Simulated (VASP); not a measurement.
# Al (Fd-3m) in VASP: single point with PBEsol

Aim: the single point of Al with PBEsol.

Everything below comes from runs of VASP 6.6.1. Logs are shortened: lines on timing, memory, paths and dates and some standing lists are left out, and cuts for length are marked.

## (1) The cell of the first run

The structure is cubic, space group Fd-3m (No. 227). Conventional cell: a = 5.998 Å, b = 5.998 Å, c = 5.998 Å, α = 90.00°, β = 90.00°, γ = 90.00°. Within 3.4 Å of Al (site symmetry -43m) lie 4 Al at 2.60 Å.

## (2) Single point, PBEsol

Input file INCAR:

```
SYSTEM = Al
PREC = Accurate ; ENCUT = 520
EDIFF = 1E-6 ; ISMEAR = -1
SIGMA = 0.13605693000000002 ; LREAL = .False.
LASPH = .True. ; NELM = 80
ALGO = Normal ; ISIF = 2
LWAVE = .False. ; LCHARG = .False.
GGA = PS ; NBANDS = 10
```

Input file KPOINTS:

```
regular mesh
0
Gamma
  8 8 8
  0 0 0
```

Input file POSCAR:

```
Al
1.0
    0.0000000000      2.9988514122      2.9988514122
    2.9988514122      0.0000000000      2.9988514122
    2.9988514122      2.9988514122      0.0000000000
Al
2
Direct
    0.0000000000      0.0000000000      0.0000000000
    0.2500000000      0.2500000000      0.2500000000
```

Potentials or basis: VASP PAW PBE potentials, release 64 (Al).

Launch:

```console
$ cat potpaw_PBE.64/Al/POTCAR > POTCAR
$ mpirun -np 1 vasp_std > vasp.out
```

OUTCAR:

```text
SYSTEM = Al
   PREC = Accurate
   ENCUT = 520
   EDIFF = 1E-6
   ISMEAR = -1
   LREAL = .False.
   LASPH = .True.
   NELM = 80
   ISIF = 2
   GGA = PS

 ion  position               nearest neighbor table
   1  0.000  0.000  0.000-   2 2.60   2 2.60   2 2.60   2 2.60
   2  0.250  0.250  0.250-   1 2.60   1 2.60   1 2.60   1 2.60

  LATTYP: Found a face centered cubic cell.
 ALAT       =     5.9977028244

  Lattice vectors:

 A1 = (   0.0000000000,   2.9988514122,   2.9988514122)
 A2 = (   2.9988514122,   0.0000000000,   2.9988514122)
 A3 = (   2.9988514122,   2.9988514122,   0.0000000000)

Analysis of symmetry for initial positions (statically):
=====================================================================
 Subroutine PRICEL returns:
 Original cell was already a primitive cell.

 Routine SETGRP: Setting up the symmetry group for a
 face centered cubic supercell.

 Subroutine GETGRP returns: Found 48 space group operations
 (whereof 24 operations were pure point group operations)
 out of a pool of 48 trial point group operations.

The static configuration has the point symmetry T_d .
 The point group associated with its full space group is O_h .

Analysis of symmetry for dynamics (positions and initial velocities):
=====================================================================
 Subroutine PRICEL returns:
 Original cell was already a primitive cell.

 Routine SETGRP: Setting up the symmetry group for a
 face centered cubic supercell.

 Subroutine GETGRP returns: Found 48 space group operations
 (whereof 24 operations were pure point group operations)
 out of a pool of 48 trial point group operations.

The dynamic configuration has the point symmetry T_d .
 The point group associated with its full space group is O_h .

 Subroutine INISYM returns: Found 48 space group operations
 (whereof 24 operations are pure point group operations),
 and found     1 'primitive' translations

----------------------------------------------------------------------------------------

                                     Primitive cell

  volume of cell :      53.9380

  direct lattice vectors                    reciprocal lattice vectors
     0.000000000  2.998851412  2.998851412    -0.166730502  0.166730502  0.166730502
     2.998851412  0.000000000  2.998851412     0.166730502 -0.166730502  0.166730502
     2.998851412  2.998851412  0.000000000     0.166730502  0.166730502 -0.166730502

  length of vectors
     4.241016339  4.241016339  4.241016339     0.288785700  0.288785700  0.288785700

  position of ions in fractional coordinates (direct lattice)
     0.000000000  0.000000000  0.000000000
     0.250000000  0.250000000  0.250000000

  ion indices of the primitive-cell ions
   primitive index   ion index
                 1           1
                 2           2

----------------------------------------------------------------------------------------

 KPOINTS: regular mesh

Automatic generation of k-mesh.
 Grid dimensions read from file:
 generate k-points for:    8    8    8

 Generating k-lattice:

  Cartesian coordinates                     Fractional coordinates (reciprocal lattice)
    -0.020841313  0.020841313  0.020841313     0.125000000  0.000000000  0.000000000
     0.020841313 -0.020841313  0.020841313     0.000000000  0.125000000  0.000000000
     0.020841313  0.020841313 -0.020841313     0.000000000  0.000000000  0.125000000

  Length of vectors
     0.036098212  0.036098212  0.036098212

  Shift w.r.t. Gamma in fractional coordinates (k-lattice)
     0.000000000  0.000000000  0.000000000

 Subroutine IBZKPT returns following result:
 ===========================================

 Found     29 irreducible k-points:

 Following reciprocal coordinates:
            Coordinates               Weight
  0.000000  0.000000  0.000000      1.000000
  0.125000  0.000000  0.000000      8.000000
  0.250000  0.000000  0.000000      8.000000
  0.375000  0.000000  0.000000      8.000000
  0.500000  0.000000  0.000000      4.000000
  0.125000  0.125000  0.000000      6.000000
[... 16 lines left out ...]
  0.500000  0.250000  0.125000     48.000000
 -0.375000  0.250000  0.125000     24.000000
 [... further k-points ...]
   k-points           NKPTS =     29   k-points in BZ     NKDIM =     29   number of bands    NBANDS=     10
   number of dos      NEDOS =    301   number of ions     NIONS =      2
   total plane-waves  NPLWV =  32768
   dimension x,y,z NGX =    32 NGY =   32 NGZ =   32
   dimension x,y,z NGXF=    64 NGYF=   64 NGZF=   64
   ions per type =               2
   NGX,Y,Z   is equivalent  to a cutoff of  12.54, 12.54, 12.54 a.u.
   NGXF,Y,Z  is equivalent  to a cutoff of  25.09, 25.09, 25.09 a.u.
 SYSTEM =  Al
   PREC   = accura    normal or accurate (medium, high low for compatibility)
   ISTART =      0    job   : 0-new  1-cont  2-samecut
   ICHARG =      2    charge: 1-file 2-atom 10-const
   ISPIN  =      1    spin polarized calculation?
   LNONCOLLINEAR =      F non collinear calculations
   LSORBIT =      F    spin-orbit coupling
   LASPH  =      T    aspherical Exc in radial PAW
   ENCUT  =  520.0 eV  38.22 Ry    6.18 a.u.   7.89  7.89  7.89*2*pi/ulx,y,z
   NELM   =     80;   NELMIN=  2; NELMDL= -5     # of ELM steps
   EDIFF  = 0.1E-05   stopping-criterion for ELM
   LREAL  =      F    real-space projection
   EDIFFG = 0.1E-04   stopping-criterion for IOM
   NSW    =      0    number of steps for IOM
   IBRION =     -1    ionic relax: 0-MD 1-quasi-New 2-CG
   NFREE  =      0    steps in history (QN), initial steepest desc. (CG)
   ISIF   =      2    stress and relaxation
   ISYM   =      2    0-nonsym 1-usesym 2-fastsym
   POTIM  = 0.5000    time-step for ionic-motion
   TEBEG  =    0.0;   TEEND  =   0.0 temperature during run
   PSTRESS=    0.0 pullay stress
   NELECT =       6.0000    total number of electrons
   NUPDOWN=      -1.0000    fix difference up-down
   EMIN   =  10.00;   EMAX   =-10.00  energy-range for DOS
   EFERMI =   0.00;   METHOD = LEGACY
   ISMEAR =    -1;   SIGMA  =   0.14  broadening in eV -4-tet -1-fermi 0-gaus
   EFERMI_NEDOS =   21; number of points for ismear=-14 and -15
   IALGO  =     38    algorithm
   IMIX   =      4    mixing-type and parameters
     AMIX     =   0.40;   BMIX     =  1.00
     AMIX_MAG =   1.60;   BMIX_MAG =  1.00
  volume/ion in A,a.u.               =      26.97       182.00
  Fermi-wavevector in a.u.,A,eV,Ry     =   0.787336  1.487850  8.434231  0.619899
  Thomas-Fermi vector in A             =   1.892056
   LORBIT       =      0    0 simple, 1 ext, 2 COOP (PROOUT), +10 PAW based schemes
   GGA     = PS    functional components
   LHFCALC =     F    Hartree Fock is set to
   AEXX    =    0.0000 exact exchange contribution
   IVDW    =     0    specifies the selected vdW correction
   LEPSILON=     F    determine dielectric tensor
   LRPA    =     F    only Hartree local field effects (RPA)
 non-spin polarized calculation
  energy-cutoff  :      520.00
  volume of cell :       53.94
 maximum number of plane-waves:      1475
   NGX = 15   NGY = 15   NGZ = 15

 number of electron       6.0000000 magnetization

 Free energy of the ion-electron system (eV)
  ---------------------------------------------------
  ext. energy  EPLUGINS =         0.00000000
  ---------------------------------------------------
  free energy    TOTEN  =        -6.55227399 eV

  energy without entropy =       -6.45964978  energy(sigma->0) =       -6.50596189

 E-fermi :   2.8940     XC(G=0):  -8.3202

 val. band max:        2.8694709267   @ k =  -0.3750   0.3750   0.0000
 cond. band min:       2.9344001327   @ k =  -0.2500   0.1250   0.0000
 fundamental gap:      0.0649292059
 Fermi energy:         2.8939813910

 k-point     1 :       0.0000    0.0000    0.0000
  band No.  band energies     occupation
      1      -5.0677      2.00000
      2       5.0491      0.00000
      3       5.0491      0.00000
      4       5.0491      0.00000
      5       6.8724      0.00000
      6       6.8724      0.00000
      7       6.8724      0.00000
      8       8.3009      0.00000
      9      10.6748      0.00000
     10      10.8116      0.00000

 k-point     2 :       0.1250    0.0000    0.0000
  band No.  band energies     occupation
      1      -4.8923      2.00000
      2       3.6605      0.00712
      3       4.7782      0.00000
      4       4.7782      0.00000
      5       6.9321      0.00000
      6       7.2619      0.00000
      7       7.2619      0.00000
      8       9.2609      0.00000
      9      10.3205      0.00000
     10      10.3205      0.00000

 k-point     3 :       0.2500    0.0000    0.0000
  band No.  band energies     occupation
      1      -4.3777      2.00000
      2       1.6535      1.99978
      3       4.3705      0.00004
      4       4.3705      0.00004
      5       6.5683      0.00000
      6       7.6221      0.00000
      7       7.6221      0.00000
      8      10.3129      0.00000
      9      10.3129      0.00000
     10      10.7748      0.00000

 k-point     4 :       0.3750    0.0000    0.0000
  band No.  band energies     occupation
      1      -3.5898      2.00000
      2      -0.1013      2.00000
      3       4.1026      0.00028
      4       4.1026      0.00028
      5       6.2782      0.00000
      6       7.4183      0.00000
      7       7.4183      0.00000
      8      10.5825      0.00000
      9      11.6043      0.00000
     10      11.6043      0.00000

 k-point     5 :       0.5000    0.0000    0.0000
  band No.  band energies     occupation
      1      -2.9927      2.00000
      2      -1.0280      2.00000
      3       4.0136      0.00053
      4       4.0136      0.00053
      5       6.1776      0.00000
      6       7.2750      0.00000
      7       7.2750      0.00000
      8      10.3675      0.00000
      9      13.2426      0.00000
     10      13.2426      0.00000

 k-point     6 :       0.1250    0.1250    0.0000
  band No.  band energies     occupation
      1      -4.8333      2.00000
      2       4.0170      0.00052
      3       4.2785      0.00008
      4       4.2785      0.00008
      5       6.3030      0.00000
      6       7.9289      0.00000
      7       7.9289      0.00000
      8       8.7293      0.00000
      9       9.9929      0.00000
     10      11.0631      0.00000
[... 183 lines left out ...]
 k-point    21 :       0.5000    0.5000    0.0000
  band No.  band energies     occupation
      1      -1.4870      2.00000
      2      -1.4870      2.00000
      3       2.4895      1.90266
      4       2.4895      1.90266
      5       4.9349      0.00000
      6       4.9349      0.00000
      7      13.6174      0.00000
      8      13.6174      0.00000
      9      13.6836      0.00000
     10      13.6836      0.00000

 k-point    22 :       0.3750    0.2500    0.1250
  band No.  band energies     occupation
      1      -3.9206      2.00000
      2       1.4933      1.99993
      3       2.5177      1.88156
      4       3.7542      0.00358
      5       6.6705      0.00000
      6       7.7261      0.00000
      7       8.2052      0.00000
      8       9.4272      0.00000
      9      11.0680      0.00000
     10      13.5468      0.00000

 k-point    23 :       0.5000    0.2500    0.1250
  band No.  band energies     occupation
      1      -3.1382      2.00000
      2       0.1066      2.00000
      3       2.0293      1.99653
      4       3.2678      0.12048
      5       6.9553      0.00000
      6       7.5868      0.00000
      7       8.7687      0.00000
      8       9.7228      0.00000
      9      12.1412      0.00000
     10      12.7530      0.00000

 k-point    24 :      -0.3750    0.2500    0.1250
  band No.  band energies     occupation
      1      -2.5319      2.00000
      2      -0.7704      2.00000
      3       1.9461      1.99812
      4       3.0464      0.49187
      5       7.0388      0.00000
      6       7.2746      0.00000
      7       9.6424      0.00000
      8      10.5556      0.00000
      9      10.8878      0.00000
     10      13.0985      0.00000

 [... further k-points ...]
[... 5 lines left out ...]
  --------------------------------------------------------------------------------------
  -------------------------------------------------------------------------------------
  Total        0.0308261      0.0308261      0.0308261      0.0000000     -0.0000000     -0.0000000
  in kB        0.9156612      0.9156612      0.9156612      0.0000000     -0.0000000     -0.0000000
  external PRESSURE =       0.9156612 kB  Pullay stress =       0.0000000 kB

 VOLUME and BASIS-vectors are now :
 -----------------------------------------------------------------------------
  energy-cutoff  :      520.00
  volume of cell :       53.94
      direct lattice vectors                 reciprocal lattice vectors
     0.000000000  2.998851412  2.998851412    -0.166730502  0.166730502  0.166730502
     2.998851412  0.000000000  2.998851412     0.166730502 -0.166730502  0.166730502
     2.998851412  2.998851412  0.000000000     0.166730502  0.166730502 -0.166730502

 POSITION                                       TOTAL-FORCE (eV/Angst)
 -----------------------------------------------------------------------------------
      0.00000      0.00000      0.00000         0.000000      0.000000      0.000000
      1.49943      1.49943      1.49943        -0.000000     -0.000000     -0.000000
 -----------------------------------------------------------------------------------
    total drift:                               -0.000000     -0.000000      0.000000

  FREE ENERGIE OF THE ION-ELECTRON SYSTEM (eV)
  ---------------------------------------------------
  free  energy   TOTEN  =        -6.5522739947 eV

  energy  without entropy=       -6.4596497774  energy(sigma->0) =       -6.50596189
```

It took 10 s on 1 thread of Intel Xeon 8259CL, shared host; peak memory 0.16 GiB.

What came out:

- Free energy: -6.5523 eV
- Pressure: 0.1 GPa
- Band gap on the k mesh: zero (band 3 reaches 5.05 eV, above the bottom of band 4 at 1.44 eV)

Caveat: the PAW data sets were made with another functional, which shifts forces and pressure a little.
